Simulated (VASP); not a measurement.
Wanted: the native input for a VASP 6.6.1 run.

```
Task                   : single point
Functional             : PBEsol
Potentials or basis    : VASP PAW PBE potentials, release 64 (Sn_d, Se)
Cutoff                 : 520 eV
k mesh                 : 12 × 12 × 6
Occupations            : gaussian, width 0.02 eV
Spin                   : no spin polarisation
Dipole correction      : no
Further INCAR settings : ALGO = Normal; EDIFF = 1e-06; NBANDS = 20
```

The structure of SnSe2 lies in POSCAR:

```
SnSe2
1.0
    3.6647507830      0.0000000000      0.0000000000
   -1.8323753915      3.3390676556      0.0000000000
    0.0000000000      0.0000000000      6.2162226061
Sn Se
1 2
Direct
    0.0000000000      0.0000000000      0.0000000000
    0.6676168797      0.3352779434      0.7431152361
    0.3323831203      0.6647220566      0.2568847639
```

This cell differs from its parent crystal: uniaxial strain along a: -4.0 %.

The input as run:

INCAR

```
SYSTEM = SnSe2
PREC = Accurate ; ENCUT = 520
EDIFF = 1E-6 ; ISMEAR = 0
SIGMA = 0.02 ; LREAL = .FALSE.
LASPH = .TRUE. ; NELM = 80
ALGO = Normal ; ISIF = 2
LWAVE = .FALSE. ; LCHARG = .TRUE.
GGA = PS ; LELF = .TRUE.
LVHAR = .TRUE. ; NBANDS = 20
```

KPOINTS

```
Automatic mesh
0
G
  12 12 6
  0 0 0
```

Potentials or basis: VASP PAW PBE potentials, release 64 (Sn_d, Se).

The run is started by

```sh
$ cat potpaw_PBE.64/Sn_d/POTCAR potpaw_PBE.64/Se/POTCAR > POTCAR
$ mpirun -np 1 vasp_std > vasp.out
```

Results of the run:

```yaml
Pressure: 1.9 GPa
Largest_force: 0.114 eV/Å
Band_gap_on_the_k_mesh: 0.24 eV (least direct gap 1.05 eV)
```

Caveat: the cell differs from its parent crystal (uniaxial strain along a: -4.0 %); semilocal functionals underestimate gaps, and a narrow one can read as zero; the PAW data sets were made with another functional, which shifts forces and pressure a little; spin-orbit coupling is left out, which moves the levels of the heavy elements; this functional lacks dispersion, which binds layers or chains, so the pressure and a relaxed spacing across them are unreliable.

Run time: 4.1 min on 1 thread of Intel(R) Xeon(R) Platinum 8488C (Sapphire Rapids), with other jobs on the host, peak memory 0.68 GiB.
